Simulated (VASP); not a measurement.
# Pb: single point with LDA

The system is Pb.

```
Pb
1.0
     0.00000    2.44157    2.44157
     2.44157    0.00000    2.44157
     2.44157    2.44157    0.00000
Pb
1
Direct
  0.00000 0.00000 0.00000
```

This cell differs from its parent crystal: volume scaled by 0.96.

```yaml
Program: VASP 6.6.1
Task: single point
Functional: LDA
Potentials_or_basis: VASP PAW LDA potentials, release 64 (Pb_d)
Cutoff: 520 eV
k_mesh: 9 × 9 × 9
Occupations: gaussian, width 0.15 eV
Spin: no spin polarisation
Dipole_correction: no
Further_INCAR_settings: ALGO = Normal; EDIFF = 1e-06; NBANDS = 13
```

The pressure is -0.2 GPa and the band gap on the k mesh is zero (band 7 reaches 15.15 eV, above the bottom of band 8 at 5.84 eV).

Levels at points of the mesh, in eV from the Fermi level:
| k point | band 5 | band 6 | band 7 | band 8 | band 9 | band 10 |
| --- | --- | --- | --- | --- | --- | --- |
| (0.00, 0.00, 0.00) | -16.72 | -11.88 | 7.84 | 7.84 | 7.84 | 10.01 |

It took 13 s on 1 thread of Intel Xeon 8259CL, with other jobs on the host, peak memory 0.14 GiB.

Caveat: spin-orbit coupling is left out, which moves the levels of the heavy elements.
